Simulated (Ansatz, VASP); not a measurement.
## CO2 in VASP and in Ansatz

```
C O
1.0
     5.49638    0.00000    0.00000
     0.00000    5.49638    0.00000
     0.00000    0.00000    5.49638
C O
4 8
Direct
  0.00000 0.00000 0.00000
  0.50000 0.00000 0.50000
  0.50000 0.50000 0.00000
  0.00000 0.50000 0.50000
  0.12183 0.12183 0.12183
  0.37817 0.87817 0.62183
  0.62183 0.37817 0.87817
  0.87817 0.62183 0.37817
  0.87817 0.87817 0.87817
  0.62183 0.12183 0.37817
  0.37817 0.62183 0.12183
  0.12183 0.37817 0.62183
```

Alike in both runs: functional r2SCAN; dispersion D3(BJ); k mesh 4 × 4 × 4; occupations gaussian, width 0.02 eV; no spin polarisation.

Ansatz relaxed the structure, and its values are those at the end. VASP's run is a single point on that final structure, the one shown.

```csv
,VASP,Ansatz
version,VASP 6.6.1,Ansatz 0.2.0
potentials or method,"VASP PAW PBE potentials, release 64 (C, O), cutoff 520 eV","scalar-relativistic, plane waves, PAW"
valence electrons in the cell,64,64
```

```csv
,VASP,Ansatz,Ansatz less VASP
gap on the k mesh at the Fermi level (eV),7.54,7.57,+0.024
least direct gap on the mesh (eV),7.54,7.57,+0.024
pressure (GPa),2.0,0.0,-1.98
rms of the force components (eV/Å),0.373,0.002,-0.3716
```

VASP's potentials were made for PBE, not for r2SCAN. One of these differences is far larger than is usual between the two programs; its cause wasn't traced. Ansatz's warnings: dispersion damping borrowed.

Noted on VASP's run: the standard files for N, O and F lose accuracy on very short bonds.
